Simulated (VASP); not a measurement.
# Sn4Se (Fd-3m) in VASP: relaxation of cell and atoms with PBE

Aim: the relaxation of cell and atoms of Sn4Se with PBE.

Program: VASP 6.6.1. These are calculated values, not measurements. Logs are shortened: lines on timing, memory, paths and dates and some standing lists are left out, and cuts for length are marked.

**1. The cell of the first run**

The structure is cubic, space group Fd-3m (No. 227). Conventional cell: a = 10.872 Å, b = 10.872 Å, c = 10.872 Å, α = 90.00°, β = 90.00°, γ = 90.00°. Within 3.6 Å of Sn (site symmetry 3m) lie 1 Se at 2.74 Å and 3 Sn at 3.21 Å. Within 3.6 Å of Se (site symmetry -43m) lie 4 Sn at 2.74 Å.

The cell was generated, and may not be a known phase.

**2. Relaxation of cell and atoms, PBE**

Contents of INCAR:

```
PREC = Accurate ; ENCUT = 600
EDIFF = 1E-6 ; ISMEAR = 0
SIGMA = 0.1 ; LREAL = False
LASPH = True ; NELM = 100
ALGO = Fast ; ISIF = 3
LWAVE = False ; LCHARG = False
GGA = PE ; IBRION = 2
NSW = 100 ; EDIFFG = -0.01
```

Contents of KPOINTS:

```
regular mesh
0
Gamma
  6 6 6
```

Contents of POSCAR:

```
Sn4Se
1.0
    0.0000000000      5.4359378263      5.4359378263
    5.4359378263      0.0000000000      5.4359378263
    5.4359378263      5.4359378263      0.0000000000
Sn Se
8 2
Direct
    0.8545446020      0.8545446020      0.8545446020
    0.8545446020      0.8545446020      0.4363661939
    0.8545446020      0.4363661939      0.8545446020
    0.4363661939      0.8545446020      0.8545446020
    0.3954553980      0.3954553980      0.8136338061
    0.3954553980      0.3954553980      0.3954553980
    0.3954553980      0.8136338061      0.3954553980
    0.8136338061      0.3954553980      0.3954553980
    0.2500000000      0.2500000000      0.2500000000
    0.0000000000      0.0000000000      0.0000000000
```

Potentials or basis: VASP PAW PBE potentials, release 64 (Sn_d, Se).

Started as:

```
$ cat potpaw_PBE.64/Sn_d/POTCAR potpaw_PBE.64/Se/POTCAR > POTCAR
$ mpirun -np 1 vasp_std > vasp.out
```

OUTCAR:

```text
PREC = Accurate
   ENCUT = 600
   EDIFF = 1E-6
   ISMEAR = 0
   LREAL = False
   LASPH = True
   NELM = 100
   ISIF = 3
   GGA = PE
   IBRION = 2
   NSW = 100
   EDIFFG = -0.01

 ion  position               nearest neighbor table
   1  0.855  0.855  0.855-  10 2.74   3 3.21   4 3.21   2 3.21
   2  0.855  0.855  0.436-  10 2.74   3 3.21   4 3.21   1 3.21
   3  0.855  0.436  0.855-  10 2.74   2 3.21   4 3.21   1 3.21
   4  0.436  0.855  0.855-  10 2.74   2 3.21   3 3.21   1 3.21
   5  0.395  0.395  0.814-   9 2.74   7 3.21   8 3.21   6 3.21
   6  0.395  0.395  0.395-   9 2.74   7 3.21   8 3.21   5 3.21
   7  0.395  0.814  0.395-   9 2.74   6 3.21   8 3.21   5 3.21
   8  0.814  0.395  0.395-   9 2.74   6 3.21   7 3.21   5 3.21
   9  0.250  0.250  0.250-   5 2.74   7 2.74   8 2.74   6 2.74
  10  0.000  0.000  0.000-   2 2.74   3 2.74   4 2.74   1 2.74

  LATTYP: Found a face centered cubic cell.
 ALAT       =    10.8718756526

  Lattice vectors:

 A1 = (   0.0000000000,   5.4359378263,   5.4359378263)
 A2 = (   5.4359378263,   0.0000000000,   5.4359378263)
 A3 = (   5.4359378263,   5.4359378263,   0.0000000000)

Analysis of symmetry for initial positions (statically):
=====================================================================
 Subroutine PRICEL returns:
 Original cell was already a primitive cell.

 Routine SETGRP: Setting up the symmetry group for a
 face centered cubic supercell.

 Subroutine GETGRP returns: Found 48 space group operations
 (whereof 24 operations were pure point group operations)
 out of a pool of 48 trial point group operations.

The static configuration has the point symmetry T_d .
 The point group associated with its full space group is O_h .

Analysis of symmetry for dynamics (positions and initial velocities):
=====================================================================
 Subroutine PRICEL returns:
 Original cell was already a primitive cell.

 Routine SETGRP: Setting up the symmetry group for a
 face centered cubic supercell.

 Subroutine GETGRP returns: Found 48 space group operations
 (whereof 24 operations were pure point group operations)
 out of a pool of 48 trial point group operations.

The dynamic configuration has the point symmetry T_d .
 The point group associated with its full space group is O_h .

 Subroutine INISYM returns: Found 48 space group operations
 (whereof 24 operations are pure point group operations),
 and found     1 'primitive' translations

----------------------------------------------------------------------------------------

                                     Primitive cell

  volume of cell :     321.2576

  direct lattice vectors                    reciprocal lattice vectors
     0.000000000  5.435937826  5.435937826    -0.091980449  0.091980449  0.091980449
     5.435937826  0.000000000  5.435937826     0.091980449 -0.091980449  0.091980449
     5.435937826  5.435937826  0.000000000     0.091980449  0.091980449 -0.091980449

  length of vectors
     7.687576998  7.687576998  7.687576998     0.159314810  0.159314810  0.159314810

  position of ions in fractional coordinates (direct lattice)
     0.854544602  0.854544602  0.854544602
     0.854544602  0.854544602  0.436366194
     0.854544602  0.436366194  0.854544602
     0.436366194  0.854544602  0.854544602
     0.395455398  0.395455398  0.813633806
     0.395455398  0.395455398  0.395455398
     0.395455398  0.813633806  0.395455398
     0.813633806  0.395455398  0.395455398
     0.250000000  0.250000000  0.250000000
     0.000000000  0.000000000  0.000000000

  ion indices of the primitive-cell ions
   primitive index   ion index
                 1           1
                 2           2
                 3           3
                 4           4
                 5           5
                 6           6
                 7           7
                 8           8
                 9           9
                10          10

----------------------------------------------------------------------------------------

 KPOINTS: regular mesh

Automatic generation of k-mesh.
 Grid dimensions read from file:
 generate k-points for:    6    6    6

 Generating k-lattice:

  Cartesian coordinates                     Fractional coordinates (reciprocal lattice)
    -0.015330075  0.015330075  0.015330075     0.166666667  0.000000000  0.000000000
     0.015330075 -0.015330075  0.015330075     0.000000000  0.166666667  0.000000000
     0.015330075  0.015330075 -0.015330075     0.000000000  0.000000000  0.166666667

  Length of vectors
     0.026552468  0.026552468  0.026552468

  Shift w.r.t. Gamma in fractional coordinates (k-lattice)
     0.000000000  0.000000000  0.000000000

 Subroutine IBZKPT returns following result:
 ===========================================

 Found     16 irreducible k-points:

 Following reciprocal coordinates:
            Coordinates               Weight
  0.000000  0.000000  0.000000      1.000000
  0.166667  0.000000  0.000000      8.000000
  0.333333  0.000000  0.000000      8.000000
  0.500000  0.000000  0.000000      4.000000
  0.166667  0.166667  0.000000      6.000000
  0.333333  0.166667  0.000000     24.000000
[... 8 lines left out ...]
 -0.333333  0.333333  0.166667     24.000000
 -0.333333  0.500000  0.166667     12.000000
   k-points           NKPTS =     16   k-points in BZ     NKDIM =     16   number of bands    NBANDS=     74
   number of dos      NEDOS =    301   number of ions     NIONS =     10
   total plane-waves  NPLWV = 262144
   dimension x,y,z NGX =    64 NGY =   64 NGZ =   64
   dimension x,y,z NGXF=   128 NGYF=  128 NGZF=  128
   ions per type =               8   2
   NGX,Y,Z   is equivalent  to a cutoff of  13.84, 13.84, 13.84 a.u.
   NGXF,Y,Z  is equivalent  to a cutoff of  27.68, 27.68, 27.68 a.u.
 SYSTEM =  unknown system
   PREC   = accura    normal or accurate (medium, high low for compatibility)
   ISTART =      0    job   : 0-new  1-cont  2-samecut
   ICHARG =      2    charge: 1-file 2-atom 10-const
   ISPIN  =      1    spin polarized calculation?
   LNONCOLLINEAR =      F non collinear calculations
   LSORBIT =      F    spin-orbit coupling
   LASPH  =      T    aspherical Exc in radial PAW
   ENCUT  =  600.0 eV  44.10 Ry    6.64 a.u.  15.35 15.35 15.35*2*pi/ulx,y,z
   NELM   =    100;   NELMIN=  2; NELMDL= -5     # of ELM steps
   EDIFF  = 0.1E-05   stopping-criterion for ELM
   LREAL  =      F    real-space projection
   EDIFFG = -.1E-01   stopping-criterion for IOM
   NSW    =    100    number of steps for IOM
   IBRION =      2    ionic relax: 0-MD 1-quasi-New 2-CG
   NFREE  =      1    steps in history (QN), initial steepest desc. (CG)
   ISIF   =      3    stress and relaxation
   ISYM   =      2    0-nonsym 1-usesym 2-fastsym
   POTIM  = 0.5000    time-step for ionic-motion
   TEBEG  =    0.0;   TEEND  =   0.0 temperature during run
   PSTRESS=    0.0 pullay stress
   NELECT =     124.0000    total number of electrons
   NUPDOWN=      -1.0000    fix difference up-down
   EMIN   =  10.00;   EMAX   =-10.00  energy-range for DOS
   EFERMI =   0.00;   METHOD = LEGACY
   ISMEAR =     0;   SIGMA  =   0.10  broadening in eV -4-tet -1-fermi 0-gaus
   EFERMI_NEDOS =   21; number of points for ismear=-14 and -15
   IALGO  =     68    algorithm
   IMIX   =      4    mixing-type and parameters
     AMIX     =   0.40;   BMIX     =  1.00
     AMIX_MAG =   1.60;   BMIX_MAG =  1.00
  volume/ion in A,a.u.               =      32.13       216.80
  Fermi-wavevector in a.u.,A,eV,Ry     =   1.191967  2.252491 19.330959  1.420785
  Thomas-Fermi vector in A             =   2.328016
   LORBIT       =      0    0 simple, 1 ext, 2 COOP (PROOUT), +10 PAW based schemes
   GGA     = PE    functional components
   LHFCALC =     F    Hartree Fock is set to
   AEXX    =    0.0000 exact exchange contribution
   IVDW    =     0    specifies the selected vdW correction
   LEPSILON=     F    determine dielectric tensor
   LRPA    =     F    only Hartree local field effects (RPA)
 conjugate gradient relaxation of ions
 non-spin polarized calculation
 RMM-DIIS sequential band-by-band and
 Gauss-broadening in eV      SIGMA  =   0.10
  energy-cutoff  :      600.00
  volume of cell :      321.26
 maximum number of plane-waves:     10777
 NGX is ok and might be reduce to    64
   NGX = 31   NGY = 31   NGZ = 31

--------------------------------------- Ionic step        1  -------------------------------------------

 number of electron     123.9999988 magnetization

 Free energy of the ion-electron system (eV)
  ---------------------------------------------------
  ext. energy  EPLUGINS =         0.00000000
  ---------------------------------------------------
  free energy    TOTEN  =       -36.19419488 eV

  energy without entropy =      -36.17924711  energy(sigma->0) =      -36.18672099

------------------------ aborting loop because EDIFF is reached ----------------------------------------

  FORCE on cell =-STRESS in cart. coord.  units (eV):
  Direction    XX          YY          ZZ          XY          YZ          ZX
  --------------------------------------------------------------------------------------
  -------------------------------------------------------------------------------------
  Total       -0.6326492     -0.6326492     -0.6326492      0.0000000     -0.0000000      0.0000000
  in kB       -3.1551509     -3.1551509     -3.1551509      0.0000000     -0.0000000      0.0000000
  external PRESSURE =      -3.1551509 kB  Pullay stress =       0.0000000 kB

 VOLUME and BASIS-vectors are now :
 -----------------------------------------------------------------------------
  energy-cutoff  :      600.00
  volume of cell :      321.26
      direct lattice vectors                 reciprocal lattice vectors
     0.000000000  5.435937826  5.435937826    -0.091980449  0.091980449  0.091980449
     5.435937826  0.000000000  5.435937826     0.091980449 -0.091980449  0.091980449
     5.435937826  5.435937826  0.000000000     0.091980449  0.091980449 -0.091980449
[... 134 lines left out ...]
 -----------------------------------------------------------------------------------
      9.26469      9.26469      9.26469         0.008306      0.008306      0.008306
      6.99628      6.99628      9.26469        -0.008306     -0.008306      0.008306
      6.99628      9.26469      6.99628        -0.008306      0.008306     -0.008306
      9.26469      6.99628      6.99628         0.008306     -0.008306     -0.008306
      6.55453      6.55453      4.28612         0.008306      0.008306     -0.008306
      4.28612      4.28612      4.28612        -0.008306     -0.008306     -0.008306
      6.55453      4.28612      6.55453         0.008306     -0.008306      0.008306
      4.28612      6.55453      6.55453        -0.008306      0.008306      0.008306
      2.71016      2.71016      2.71016        -0.000000     -0.000000     -0.000000
      0.00000      0.00000      0.00000        -0.000000     -0.000000     -0.000000
 -----------------------------------------------------------------------------------
    total drift:                                0.000000      0.000000      0.000000

  FREE ENERGIE OF THE ION-ELECTRON SYSTEM (eV)
  ---------------------------------------------------
  free  energy   TOTEN  =       -36.1971088314 eV

  energy  without entropy=      -36.1820914003  energy(sigma->0) =      -36.18960012

--------------------------------------- Ionic step        5  -------------------------------------------

 number of electron     123.9999981 magnetization

 Free energy of the ion-electron system (eV)
  ---------------------------------------------------
  ext. energy  EPLUGINS =         0.00000000
  ---------------------------------------------------
  free energy    TOTEN  =       -36.19716463 eV

  energy without entropy =      -36.18224141  energy(sigma->0) =      -36.18970302

 E-fermi :   5.4871     XC(G=0):  -9.2837

 val. band max:        5.4732133024   @ k =  -0.1667   0.1667   0.0000
 cond. band min:       5.5744394528   @ k =   0.3333   0.3333   0.0000
 fundamental gap:      0.1012261505
 Fermi energy:         5.4871268449

 k-point     1 :       0.0000    0.0000    0.0000
  band No.  band energies     occupation
      1     -16.1854      2.00000
      2     -16.1655      2.00000
      3     -16.1045      2.00000
      4     -16.1045      2.00000
      5     -16.1045      2.00000
      6     -16.1002      2.00000
[... 1243 lines left out ...]
 POSITION                                       TOTAL-FORCE (eV/Angst)
 -----------------------------------------------------------------------------------
      9.26559      9.26559      9.26559         0.001907      0.001907      0.001907
      6.99626      6.99626      9.26559        -0.001907     -0.001907      0.001907
      6.99626      9.26559      6.99626        -0.001907      0.001907     -0.001907
      9.26559      6.99626      6.99626         0.001907     -0.001907     -0.001907
      6.55528      6.55528      4.28595         0.001907      0.001907     -0.001907
      4.28595      4.28595      4.28595        -0.001907     -0.001907     -0.001907
      6.55528      4.28595      6.55528         0.001907     -0.001907      0.001907
      4.28595      6.55528      6.55528        -0.001907      0.001907      0.001907
      2.71031      2.71031      2.71031        -0.000000     -0.000000     -0.000000
     10.84123     10.84123     10.84123        -0.000000     -0.000000     -0.000000
 -----------------------------------------------------------------------------------
    total drift:                                0.000000      0.000000      0.000000

  FREE ENERGIE OF THE ION-ELECTRON SYSTEM (eV)
  ---------------------------------------------------
  free  energy   TOTEN  =       -36.1971646333 eV

  energy  without entropy=      -36.1822414055  energy(sigma->0) =      -36.18970302

 reached required accuracy - stopping structural energy minimisation
```

Run time: 63 min. Hardware: 1 thread of Oxide Virtual Turin-like, shared host; peak memory 0.78 GiB.

What came out:

| Item | Value |
| --- | --- |
| Free energy | -36.1972 eV |
| Relaxed volume | 31.85 Å³/atom |
| Relaxed cell | a = 7.666 Å, b = 7.666 Å, c = 7.666 Å, α = 60.00°, β = 60.00°, γ = 60.00° |
| Space group after relaxing (to 0.1 Å) | Fd-3m (No. 227) |
| Energy gained by relaxing | 0.3 meV/atom |
| Ionic steps | 5 |
| Pressure after relaxing | 0.0 GPa |
| Largest force after relaxing | 0.003 eV/Å |
| Band gap on the k mesh | zero (bands 62 and 63 overlap by 0.41 eV) |

Forces on the atoms (eV/Å):
```
Sn   0.002  0.002  0.002
Sn  -0.002 -0.002  0.002
Sn  -0.002  0.002 -0.002
Sn   0.002 -0.002 -0.002
Sn   0.002  0.002 -0.002
Sn  -0.002 -0.002 -0.002
Sn   0.002 -0.002  0.002
Sn  -0.002  0.002  0.002
Se   0.000  0.000  0.000
Se   0.000  0.000  0.000
```

The path:
```csv
step,energy change (eV),largest force (eV/Å),pressure (GPa),volume (Å³)
1,0.0000,0.0335,-0.32,321.26
2,-0.0029,0.0108,0.02,318.33
3,-0.0029,0.0143,0.02,318.44
4,-0.0029,0.0144,0.01,318.50
5,-0.0030,0.0033,0.01,318.55
```

Final structure:
```
Sn Se
1.0
     0.00000    5.42062    5.42062
     5.42062    0.00000    5.42062
     5.42062    5.42062    0.00000
Sn Se
8 2
Direct
  0.85466 0.85466 0.85466
  0.85466 0.85466 0.43601
  0.85466 0.43601 0.85466
  0.43601 0.85466 0.85466
  0.39534 0.39534 0.81399
  0.39534 0.39534 0.39534
  0.39534 0.81399 0.39534
  0.81399 0.39534 0.39534
  0.25000 0.25000 0.25000
  0.00000 0.00000 0.00000
```

Levels at points of the mesh, in eV from the Fermi level:
```
           k point  band 59  band 60  band 61  band 62  band 63  band 64  band 65  band 66
(0.00, 0.00, 0.00)    -1.39     0.17     0.17     0.17     0.52     1.79     1.79     1.79
(0.50, 0.00, 0.00)    -0.84    -0.72    -0.72    -0.60     0.42     0.42     0.82     0.91
(0.50, 0.50, 0.00)    -1.17    -1.17    -1.11    -1.11     0.63     0.63     0.93     0.93
```

Caveat: semilocal functionals underestimate gaps, and a narrow one can read as zero; spin-orbit coupling is left out, which moves the levels of the heavy elements.

The gap in the log of VASP goes by the Fermi energy; the results here count the filled bands.